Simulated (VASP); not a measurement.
Write the native input for VASP 6.6.1 that does the following.

```yaml
Task: single point
Functional: r2SCAN
Potentials_or_basis: VASP PAW PBE potentials, release 64 (In_d, P)
Cutoff: 550 eV
k_mesh: 8 × 8 × 8
Occupations: gaussian, width 0.02 eV
Spin: no spin polarisation
Dipole_correction: no
Further_INCAR_settings: ALGO = Normal; EDIFF = 1e-06; NBANDS = 16
```

InP:

```
In P
1.0
     0.00000    2.95371    2.95371
     2.95371    0.00000    2.95371
     2.95371    2.95371    0.00000
In P
1 1
Direct
  0.00000 0.00000 0.00000
  0.75000 0.75000 0.75000
```

The input as run:

POSCAR

```
InP
1.0
    0.0000000000      2.9537137796      2.9537137796
    2.9537137796      0.0000000000      2.9537137796
    2.9537137796      2.9537137796      0.0000000000
In P
1 1
Direct
    0.0000000000      0.0000000000      0.0000000000
    0.7500000000      0.7500000000      0.7500000000
```

INCAR.step1

```
  PREC = Accurate
  ENCUT = 550
  ISMEAR = 0
  SIGMA = 0.02
  LREAL = False
  LASPH = True
  NELM = 120
  NBANDS = 16
  GGA = PE
  ALGO = Normal
  EDIFF = 1E-5
  LWAVE = True
  LCHARG = False
  GGA_COMPAT = False
```

INCAR.step2

```
  PREC = Accurate
  ENCUT = 550
  EDIFF = 1E-6
  ISMEAR = 0
  SIGMA = 0.02
  LREAL = False
  LASPH = True
  NELM = 120
  ALGO = Normal
  ISIF = 2
  LWAVE = False
  LCHARG = False
  METAGGA = R2SCAN
  LMIXTAU = True
  NBANDS = 16
  ISTART = 1
  GGA_COMPAT = False
```

KPOINTS

```
Automatic mesh
0
Gamma
  8 8 8
```

Potentials or basis: VASP PAW PBE potentials, release 64 (In_d, P).

Command:

```bash
$ cat potpaw_PBE.64/In_d/POTCAR potpaw_PBE.64/P/POTCAR > POTCAR
$ cp INCAR.step1 INCAR
$ mpirun -np 1 vasp_std > vasp.out
$ cp INCAR.step2 INCAR
$ mpirun -np 1 vasp_std > vasp.out
```

It gave:

```json
{
  "Pressure": "-0.1 GPa",
  "Band gap on the k mesh": "1.03 eV"
}
```

Caveat: the PAW data sets were made with another functional, which shifts forces and pressure a little; spin-orbit coupling is left out, which moves the levels of the heavy elements.

It took 58 s on 1 thread of Intel(R) Xeon(R) Platinum 8259CL CPU @ 2.50GHz (Skylake/Cascade Lake), on a shared host, peak memory 0.19 GiB.
